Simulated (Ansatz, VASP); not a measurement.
# Two plane-wave programs on AlN

Contents of INCAR:

```
ALGO = Normal
EDIFF = 1E-7
ENCUT = 520
GGA = PE
ISIF = 2
ISMEAR = 0
LASPH = True
LCHARG = True
LELF = True
LREAL = False
LVHAR = True
LWAVE = False
NBANDS = 16
NELM = 100
PREC = Accurate
SIGMA = 0.05
```

Contents of KPOINTS:

```
k-points
0
Gamma
  12 12 6
```

File POSCAR:

```
AlN
1.0
    3.1041845283     -0.0248124082      0.0298847953
   -1.5735804400      2.7207912357     -0.0087609448
    0.0478194818      0.0114212729      5.0256071968
Al N
2 2
Direct
    0.3640855701      0.6639774920     -0.0142188378
    0.6897930255      0.3396451719      0.5019518015
    0.3262765779      0.6654299239      0.4132688771
    0.6198448265      0.3309474123      0.8689981592
```

Input for Ansatz:

```yaml
crystal:
  lattice:
    - [3.1041845283, -0.0248124082, 0.0298847953]
    - [-1.57358044, 2.7207912357, -0.0087609448]
    - [0.0478194818, 0.0114212729, 5.0256071968]
  atoms:
    - { symbol: Al, position: [0.3640855701, 0.663977492, -0.0142188378] }
    - { symbol: Al, position: [0.6897930255, 0.3396451719, 0.5019518015] }
    - { symbol: "N", position: [0.3262765779, 0.6654299239, 0.4132688771] }
    - { symbol: "N", position: [0.6198448265, 0.3309474123, 0.8689981592] }
basis:
  ecutwfc: 420
kpoints:
  mp_grid: { grid: [12, 12, 6] }
hamiltonian:
  xc: pbe
scf:
  occupations: { method: gaussian, width: 0.05 }
output:
  forces: true
  stress: true
  eigenvalues: true
  write_density: true
  write_potential: true
  elf: true
  volumetric_format: npy
```

Change from the starting cell: all atoms moved at random (sigma 0.15 Å a component), cell strained at random (sigma 0.01).

Alike in both runs: task single point; functional PBE; k mesh 12 × 12 × 6; occupations gaussian, width 0.05 eV; no spin polarisation.

|  | VASP | Ansatz |
| --- | --- | --- |
| version | VASP 6.6.1 | Ansatz 0.2.0 |
| potentials or method | VASP PAW PBE potentials, release 64 (Al, N), cutoff 520 eV | scalar-relativistic, plane waves, PAW |
| valence electrons in the cell | 16 | 16 |

VASP gave:

| Item | Value |
| --- | --- |
| gap on the k mesh at the Fermi level (eV) | 3.64 |
| least direct gap on the mesh (eV) | 3.64 |
| pressure (GPa) | 9.2 |
| traceless stress, the component that is largest in VASP (GPa) | -10.03 |
| rms of the force components (eV/Å) | 2.215 |

Q: Which values does Ansatz return?

A: gap on the k mesh at the Fermi level (eV): 3.64; least direct gap on the mesh (eV): 3.64; pressure (GPa): 9.4; traceless stress, the component that is largest in VASP (GPa): -9.96; rms of the force components (eV/Å): 2.204.

Atom by atom the forces differ by 0.012 eV/Å (rms over components). With one functional, cell and mesh, what is left measures potentials, basis and numerics.
